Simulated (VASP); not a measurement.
# KBr (Pm-3m) in VASP: notebook

The runs below take KBr through single point, with LDA.

Everything below comes from runs of VASP 6.6.1. Logs are shortened: lines on timing, memory, paths and dates and some standing lists are left out, and cuts for length are marked.

## Step 1: The cell of the first run

The structure is cubic, space group Pm-3m (No. 221). Conventional cell: a = 4.043 Å, b = 4.043 Å, c = 4.043 Å, α = 90.00°, β = 90.00°, γ = 90.00°. K (site symmetry m-3m) has 8 Br at 3.50 Å and 6 K at 4.04 Å within 4.6 Å. Within 4.6 Å of Br (site symmetry m-3m) lie 8 K at 3.50 Å and 6 Br at 4.04 Å.

## Step 2: Single point, LDA

Contents of INCAR:

```
SYSTEM = KBr
PREC = Accurate ; ENCUT = 500
EDIFF = 1E-6 ; ISMEAR = 0
SIGMA = 0.01 ; LREAL = .False.
LASPH = .True. ; NELM = 120
ALGO = Normal ; ISIF = 2
LWAVE = .False. ; LCHARG = .True.
LELF = .True. ; LVHAR = .True.
NBANDS = 15 ; GGA_COMPAT = .False.
```

Contents of KPOINTS:

```
Automatic mesh
0
Gamma
  4 4 4
  0 0 0
```

Contents of POSCAR:

```
KBr
1.0
    4.0434990000      0.0000000000      0.0000000000
    0.0000000000      4.0434990000      0.0000000000
    0.0000000000      0.0000000000      4.0434990000
K Br
1 1
Direct
    0.0000000000      0.0000000000      0.0000000000
    0.5000000000      0.5000000000      0.5000000000
```

Potentials or basis: VASP PAW LDA potentials, release 64 (K_sv, Br).

Run with:

```bash
$ cat potpaw_LDA.64/K_sv/POTCAR potpaw_LDA.64/Br/POTCAR > POTCAR
$ mpirun -np 1 vasp_std > vasp.out
```

OUTCAR:

```text
SYSTEM = KBr
   PREC = Accurate
   ENCUT = 500
   EDIFF = 1E-6
   ISMEAR = 0
   LREAL = .False.
   LASPH = .True.
   NELM = 120
   ISIF = 2

 ion  position               nearest neighbor table
   1  0.000  0.000  0.000-
   2  0.500  0.500  0.500-

  LATTYP: Found a simple cubic cell.
 ALAT       =     4.0434990000

  Lattice vectors:

 A1 = (   4.0434990000,   0.0000000000,   0.0000000000)
 A2 = (   0.0000000000,   4.0434990000,   0.0000000000)
 A3 = (   0.0000000000,   0.0000000000,   4.0434990000)

Analysis of symmetry for initial positions (statically):
=====================================================================
 Subroutine PRICEL returns:
 Original cell was already a primitive cell.

 Routine SETGRP: Setting up the symmetry group for a
 simple cubic supercell.

 Subroutine GETGRP returns: Found 48 space group operations
 (whereof 48 operations were pure point group operations)
 out of a pool of 48 trial point group operations.

The static configuration has the point symmetry O_h .

Analysis of symmetry for dynamics (positions and initial velocities):
=====================================================================
 Subroutine PRICEL returns:
 Original cell was already a primitive cell.

 Routine SETGRP: Setting up the symmetry group for a
 simple cubic supercell.

 Subroutine GETGRP returns: Found 48 space group operations
 (whereof 48 operations were pure point group operations)
 out of a pool of 48 trial point group operations.

The dynamic configuration has the point symmetry O_h .

 Subroutine INISYM returns: Found 48 space group operations
 (whereof 48 operations are pure point group operations),
 and found     1 'primitive' translations

----------------------------------------------------------------------------------------

                                     Primitive cell

  volume of cell :      66.1107

  direct lattice vectors                    reciprocal lattice vectors
     4.043499000  0.000000000  0.000000000     0.247310559  0.000000000  0.000000000
     0.000000000  4.043499000  0.000000000     0.000000000  0.247310559  0.000000000
     0.000000000  0.000000000  4.043499000     0.000000000  0.000000000  0.247310559

  length of vectors
     4.043499000  4.043499000  4.043499000     0.247310559  0.247310559  0.247310559

  position of ions in fractional coordinates (direct lattice)
     0.000000000  0.000000000  0.000000000
     0.500000000  0.500000000  0.500000000

  ion indices of the primitive-cell ions
   primitive index   ion index
                 1           1
                 2           2

----------------------------------------------------------------------------------------

 KPOINTS: Automatic mesh

Automatic generation of k-mesh.
 Grid dimensions read from file:
 generate k-points for:    4    4    4

 Generating k-lattice:

  Cartesian coordinates                     Fractional coordinates (reciprocal lattice)
     0.061827640  0.000000000  0.000000000     0.250000000  0.000000000  0.000000000
     0.000000000  0.061827640  0.000000000     0.000000000  0.250000000  0.000000000
     0.000000000  0.000000000  0.061827640     0.000000000  0.000000000  0.250000000

  Length of vectors
     0.061827640  0.061827640  0.061827640

  Shift w.r.t. Gamma in fractional coordinates (k-lattice)
     0.000000000  0.000000000  0.000000000

 Subroutine IBZKPT returns following result:
 ===========================================

 Found     10 irreducible k-points:

 Following reciprocal coordinates:
            Coordinates               Weight
  0.000000  0.000000  0.000000      1.000000
  0.250000  0.000000  0.000000      6.000000
  0.500000  0.000000  0.000000      3.000000
  0.250000  0.250000  0.000000     12.000000
  0.500000  0.250000  0.000000     12.000000
  0.500000  0.500000  0.000000      3.000000
  0.250000  0.250000  0.250000      8.000000
  0.500000  0.250000  0.250000     12.000000
  0.500000  0.500000  0.250000      6.000000
  0.500000  0.500000  0.500000      1.000000
   k-points           NKPTS =     10   k-points in BZ     NKDIM =     10   number of bands    NBANDS=     15
   number of dos      NEDOS =    301   number of ions     NIONS =      2
   total plane-waves  NPLWV =  27000
   dimension x,y,z NGX =    30 NGY =   30 NGZ =   30
   dimension x,y,z NGXF=    60 NGYF=   60 NGZF=   60
   ions per type =               1   1
   NGX,Y,Z   is equivalent  to a cutoff of  12.33, 12.33, 12.33 a.u.
   NGXF,Y,Z  is equivalent  to a cutoff of  24.67, 24.67, 24.67 a.u.
 SYSTEM =  KBr
   PREC   = accura    normal or accurate (medium, high low for compatibility)
   ISTART =      0    job   : 0-new  1-cont  2-samecut
   ICHARG =      2    charge: 1-file 2-atom 10-const
   ISPIN  =      1    spin polarized calculation?
   LNONCOLLINEAR =      F non collinear calculations
   LSORBIT =      F    spin-orbit coupling
   LASPH  =      T    aspherical Exc in radial PAW
   ENCUT  =  500.0 eV  36.75 Ry    6.06 a.u.   7.37  7.37  7.37*2*pi/ulx,y,z
   NELM   =    120;   NELMIN=  2; NELMDL= -5     # of ELM steps
   EDIFF  = 0.1E-05   stopping-criterion for ELM
   LREAL  =      F    real-space projection
   EDIFFG = 0.1E-04   stopping-criterion for IOM
   NSW    =      0    number of steps for IOM
   IBRION =     -1    ionic relax: 0-MD 1-quasi-New 2-CG
   NFREE  =      0    steps in history (QN), initial steepest desc. (CG)
   ISIF   =      2    stress and relaxation
   ISYM   =      2    0-nonsym 1-usesym 2-fastsym
   POTIM  = 0.5000    time-step for ionic-motion
   TEBEG  =    0.0;   TEEND  =   0.0 temperature during run
   PSTRESS=    0.0 pullay stress
   NELECT =      16.0000    total number of electrons
   NUPDOWN=      -1.0000    fix difference up-down
   EMIN   =  10.00;   EMAX   =-10.00  energy-range for DOS
   EFERMI =   0.00;   METHOD = LEGACY
   ISMEAR =     0;   SIGMA  =   0.01  broadening in eV -4-tet -1-fermi 0-gaus
   EFERMI_NEDOS =   21; number of points for ismear=-14 and -15
   IALGO  =     38    algorithm
   IMIX   =      4    mixing-type and parameters
     AMIX     =   0.40;   BMIX     =  1.00
     AMIX_MAG =   1.60;   BMIX_MAG =  1.00
  volume/ion in A,a.u.               =      33.06       223.07
  Fermi-wavevector in a.u.,A,eV,Ry     =   1.020213  1.927923 14.161412  1.040834
  Thomas-Fermi vector in A             =   2.153770
   LORBIT       =      0    0 simple, 1 ext, 2 COOP (PROOUT), +10 PAW based schemes
   GGA     = CA    functional components
   LHFCALC =     F    Hartree Fock is set to
   AEXX    =    0.0000 exact exchange contribution
   IVDW    =     0    specifies the selected vdW correction
   LEPSILON=     F    determine dielectric tensor
   LRPA    =     F    only Hartree local field effects (RPA)
 non-spin polarized calculation
 Gauss-broadening in eV      SIGMA  =   0.01
  energy-cutoff  :      500.00
  volume of cell :       66.11
 maximum number of plane-waves:      1743
 NGX is ok and might be reduce to    30
   NGX = 15   NGY = 15   NGZ = 15

 number of electron      15.9999999 magnetization

 Free energy of the ion-electron system (eV)
  ---------------------------------------------------
  ext. energy  EPLUGINS =         0.00000000
  ---------------------------------------------------
  free energy    TOTEN  =        -6.67960872 eV

  energy without entropy =       -6.67960872  energy(sigma->0) =       -6.67960872

 E-fermi :  -0.8631     XC(G=0):  -8.3161

 val. band max:       -0.9208949601   @ k =   0.5000   0.5000   0.0000
 cond. band min:       2.5551674237   @ k =   0.0000   0.0000   0.0000
 fundamental gap:      3.4760623837
 Fermi energy:        -0.8631430163

 k-point     1 :       0.0000    0.0000    0.0000
  band No.  band energies     occupation
      1     -29.2018      2.00000
      2     -13.7302      2.00000
      3     -12.8593      2.00000
      4     -12.8593      2.00000
      5     -12.8593      2.00000
      6      -1.1902      2.00000
      7      -1.1902      2.00000
      8      -1.1902      2.00000
      9       2.5552      0.00000
     10       4.6530      0.00000
     11       4.6530      0.00000
     12       8.5812      0.00000
     13       8.5812      0.00000
     14       8.5812      0.00000
     15      11.2916      0.00000

 k-point     2 :       0.2500    0.0000    0.0000
  band No.  band energies     occupation
      1     -29.1963      2.00000
      2     -13.8015      2.00000
      3     -12.8489      2.00000
      4     -12.8489      2.00000
      5     -12.7807      2.00000
      6      -2.2196      2.00000
      7      -1.1774      2.00000
      8      -1.1774      2.00000
      9       3.7767      0.00000
     10       5.1184      0.00000
     11       5.7634      0.00000
     12       8.4409      0.00000
     13       8.4409      0.00000
     14       8.8188      0.00000
     15       9.4682      0.00000

 k-point     3 :       0.5000    0.0000    0.0000
  band No.  band energies     occupation
      1     -29.1907      2.00000
      2     -13.8714      2.00000
      3     -12.8385      2.00000
      4     -12.8385      2.00000
      5     -12.6987      2.00000
      6      -2.9466      2.00000
      7      -1.1655      2.00000
      8      -1.1655      2.00000
      9       5.2241      0.00000
     10       5.9662      0.00000
     11       6.4297      0.00000
     12       7.7832      0.00000
     13       8.5471      0.00000
     14       8.5471      0.00000
     15       9.1100      0.00000

 k-point     4 :       0.2500    0.2500    0.0000
  band No.  band energies     occupation
      1     -29.1909      2.00000
      2     -13.7517      2.00000
      3     -12.9359      2.00000
      4     -12.8397      2.00000
      5     -12.7592      2.00000
      6      -2.1788      2.00000
      7      -1.8616      2.00000
      8      -1.1135      2.00000
      9       4.5148      0.00000
     10       5.3910      0.00000
     11       6.4668      0.00000
     12       7.6279      0.00000
     13       7.9823      0.00000
     14       8.6296      0.00000
     15       9.3179      0.00000

 k-point     5 :       0.5000    0.2500    0.0000
  band No.  band energies     occupation
      1     -29.1855      2.00000
      2     -13.7158      2.00000
      3     -12.9265      2.00000
      4     -12.8305      2.00000
      5     -12.8173      2.00000
      6      -2.6630      2.00000
      7      -1.8213      2.00000
      8      -1.0477      2.00000
      9       4.9406      0.00000
     10       5.4535      0.00000
     11       7.0732      0.00000
     12       7.5635      0.00000
     13       7.6362      0.00000
     14       8.1983      0.00000
     15       9.7127      0.00000

 k-point     6 :       0.5000    0.5000    0.0000
  band No.  band energies     occupation
      1     -29.1804      2.00000
      2     -13.4839      2.00000
      3     -13.0122      2.00000
      4     -13.0122      2.00000
      5     -12.8225      2.00000
      6      -2.3453      2.00000
      7      -2.3453      2.00000
      8      -0.9209      2.00000
      9       3.9765      0.00000
     10       5.3074      0.00000
     11       6.9236      0.00000
     12       6.9236      0.00000
     13       8.9865      0.00000
     14       8.9865      0.00000
     15       9.8213      0.00000

 k-point     7 :       0.2500    0.2500    0.2500
  band No.  band energies     occupation
      1     -29.1857      2.00000
      2     -13.6706      2.00000
      3     -12.9221      2.00000
      4     -12.9221      2.00000
      5     -12.7813      2.00000
      6      -2.0154      2.00000
      7      -1.8506      2.00000
      8      -1.8506      2.00000
      9       5.3943      0.00000
     10       6.2035      0.00000
     11       6.2035      0.00000
     12       6.8741      0.00000
     13       7.7037      0.00000
     14       7.7037      0.00000
     15      11.0336      0.00000

 k-point     8 :       0.5000    0.2500    0.2500
  band No.  band energies     occupation
      1     -29.1805      2.00000
      2     -13.5915      2.00000
      3     -12.9190      2.00000
      4     -12.9081      2.00000
      5     -12.8841      2.00000
      6      -2.5158      2.00000
      7      -1.8406      2.00000
      8      -1.7287      2.00000
      9       5.3585      0.00000
     10       5.9416      0.00000
     11       6.4198      0.00000
     12       7.2466      0.00000
     13       7.9056      0.00000
     14       8.2051      0.00000
     15      10.0256      0.00000

 k-point     9 :       0.5000    0.5000    0.2500
  band No.  band energies     occupation
      1     -29.1754      2.00000
      2     -13.4227      2.00000
      3     -12.9946      2.00000
      4     -12.9946      2.00000
      5     -12.9006      2.00000
      6      -2.3649      2.00000
      7      -2.3649      2.00000
      8      -1.7481      2.00000
      9       4.8472      0.00000
     10       6.4958      0.00000
     11       6.4958      0.00000
     12       6.8479      0.00000
     13       8.6288      0.00000
     14       8.6288      0.00000
     15      10.0032      0.00000

 k-point    10 :       0.5000    0.5000    0.5000
  band No.  band energies     occupation
      1     -29.1705      2.00000
      2     -13.3595      2.00000
      3     -12.9769      2.00000
      4     -12.9769      2.00000
      5     -12.9769      2.00000
      6      -2.3862      2.00000
      7      -2.3862      2.00000
      8      -2.3862      2.00000
      9       6.1785      0.00000
     10       6.1785      0.00000
     11       6.1785      0.00000
     12       8.2673      0.00000
     13       8.2673      0.00000
     14       8.2673      0.00000
     15      10.1278      0.00000

------------------------ aborting loop because EDIFF is reached ----------------------------------------

  FORCE on cell =-STRESS in cart. coord.  units (eV):
  Direction    XX          YY          ZZ          XY          YZ          ZX
  --------------------------------------------------------------------------------------
  -------------------------------------------------------------------------------------
  Total       -1.0813425     -1.0813425     -1.0813425      0.0000000      0.0000000      0.0000000
  in kB      -26.2060671    -26.2060671    -26.2060671      0.0000000      0.0000000      0.0000000
  external PRESSURE =     -26.2060671 kB  Pullay stress =       0.0000000 kB

 VOLUME and BASIS-vectors are now :
 -----------------------------------------------------------------------------
  energy-cutoff  :      500.00
  volume of cell :       66.11
      direct lattice vectors                 reciprocal lattice vectors
     4.043499000  0.000000000  0.000000000     0.247310559  0.000000000  0.000000000
     0.000000000  4.043499000  0.000000000     0.000000000  0.247310559  0.000000000
     0.000000000  0.000000000  4.043499000     0.000000000  0.000000000  0.247310559

 POSITION                                       TOTAL-FORCE (eV/Angst)
 -----------------------------------------------------------------------------------
      0.00000      0.00000      0.00000         0.000000      0.000000      0.000000
      2.02175      2.02175      2.02175         0.000000      0.000000      0.000000
 -----------------------------------------------------------------------------------
    total drift:                                0.000000      0.000000     -0.000000

  FREE ENERGIE OF THE ION-ELECTRON SYSTEM (eV)
  ---------------------------------------------------
  free  energy   TOTEN  =        -6.6796087192 eV

  energy  without entropy=       -6.6796087192  energy(sigma->0) =       -6.67960872
```

Wall time 9.1 s (1 thread of Intel Xeon Platinum 8259CL at 2.50GHz (Skylake/Cascade Lake), shared host); peak memory 0.14 GiB.

Results:

- Free energy: -6.6796 eV
- Pressure: -2.6 GPa
- Band gap on the k mesh: 3.48 eV (least direct gap 3.75 eV)

A k mesh can miss the band edges.

## Step 3: Single point, LDA

Contents of INCAR:

```
PREC = Accurate ; ENCUT = 500
EDIFF = 1E-6 ; ISMEAR = 0
SIGMA = 0.01 ; LREAL = False
LASPH = True ; NELM = 120
ALGO = Normal ; ISIF = 2
LWAVE = False ; LCHARG = False
NBANDS = 15 ; GGA_COMPAT = False
```

Contents of KPOINTS:

```
Automatic mesh
0
Gamma
  4 4 4
```

POSCAR is that of step 2.

Potentials or basis: VASP PAW LDA potentials, release 64 (K_sv, Br).

Run with:

```bash
$ cat potpaw_LDA.64/K_sv/POTCAR potpaw_LDA.64/Br/POTCAR > POTCAR
$ mpirun -np 1 vasp_std > vasp.out
```

It took 11 s on 1 thread of Intel Xeon Platinum 8259CL at 2.50GHz (Skylake/Cascade Lake), shared host; peak memory 0.14 GiB.

The run converged. Its results:

```yaml
Free_energy: -6.6796 eV
Pressure: -2.6 GPa
Band_gap_on_the_k_mesh: 3.48 eV (least direct gap 3.75 eV)
```

Levels at points of the mesh, in eV from the valence-band top:
```csv
k point,band 6,band 7,band 8,band 9,band 10,band 11
"(0.00, 0.00, 0.00)",-0.27,-0.27,-0.27,3.48,5.57,5.57
"(0.50, 0.00, 0.00)",-2.03,-0.24,-0.24,6.14,6.89,7.35
"(0.50, 0.50, 0.00)",-1.42,-1.42,0.00,4.90,6.23,7.84
"(0.50, 0.50, 0.50)",-1.47,-1.47,-1.47,7.10,7.10,7.10
```
